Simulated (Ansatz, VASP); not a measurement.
AlCo: VASP beside Ansatz

```
Al Co
1.0
     2.82127    0.07328    0.07328
     0.07328    2.82127    0.07328
     0.07328    0.07328    2.82127
Al Co
1 1
Direct
  0.00000 0.00000 0.00000
  0.50000 0.50000 0.50000
```

Alike in both runs: task single point; functional PBE; k mesh 18 × 18 × 18; occupations gaussian, width 0.15 eV; collinear spin.

|  | VASP | Ansatz |
| --- | --- | --- |
| version | VASP 6.6.1 | Ansatz 0.2.0 |
| potentials or method | VASP PAW PBE potentials, release 64 (Al, Co), cutoff 520 eV | scalar-relativistic, plane waves, PAW |
| valence electrons in the cell | 12 | 20 |

VASP gave:

```
gap on the k mesh at the Fermi level (eV)                     : none
pressure (GPa)                                                : 7.9
traceless stress, the component that is largest in VASP (GPa) : -6.87
net moment per atom (μB)                                      : 0.00
```

Problem. Estimate Ansatz's values.

Solution. gap on the k mesh at the Fermi level (eV): none; pressure (GPa): 7.8; traceless stress, the component that is largest in VASP (GPa): -6.91; net moment per atom (μB): 0.00.

A gap of «none» marks a metal or a gap that the smearing closes. With one functional, cell and mesh, what is left measures potentials, basis and numerics. VASP's potentials hold 12 valence electrons a cell and Ansatz's 20, so a difference there can come from the potentials and not from the codes. Ansatz's warnings: seeded moment not kept.
